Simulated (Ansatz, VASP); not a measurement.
**Two plane-wave programs on MgVS3**

```xyz
5
Lattice="4.5962 0.0000 0.0000 0.0000 4.5962 0.0000 0.0000 0.0000 4.5962" Properties=species:S:1:pos:R:3 pbc="T T T"
Mg    2.2981    2.2981    2.2981
V     0.0000    0.0000    0.0000
S     2.2981    0.0000    0.0000
S     0.0000    2.2981    0.0000
S     0.0000    0.0000    2.2981
```

Alike in both runs: functional PBE; k mesh 8 × 8 × 8; occupations gaussian, width 0.1 eV; collinear spin.

Ansatz relaxed the structure, and its values are those at the end. VASP's run is a single point on that final structure, the one shown.

|  | VASP | Ansatz |
| --- | --- | --- |
| version | VASP 6.6.1 | Ansatz 0.2.0 |
| potentials or method | VASP PAW PBE potentials, release 64 (Mg, V_sv, S), cutoff 520 eV | scalar-relativistic, plane waves, PAW |
| valence electrons in the cell | 33 | 41 |

```tsv
	VASP	Ansatz	Ansatz less VASP
gap on the k mesh at the Fermi level (eV)	none	none	-
pressure (GPa)	-0.1	0.0	+0.11
net moment per atom (μB)	0.00	0.00	0.000
```

A gap of «none» marks a metal or a gap that the smearing closes. VASP's potentials hold 33 valence electrons a cell and Ansatz's 41, so a difference there can come from the potentials and not from the codes. Ansatz's warnings: seeded moment not kept.
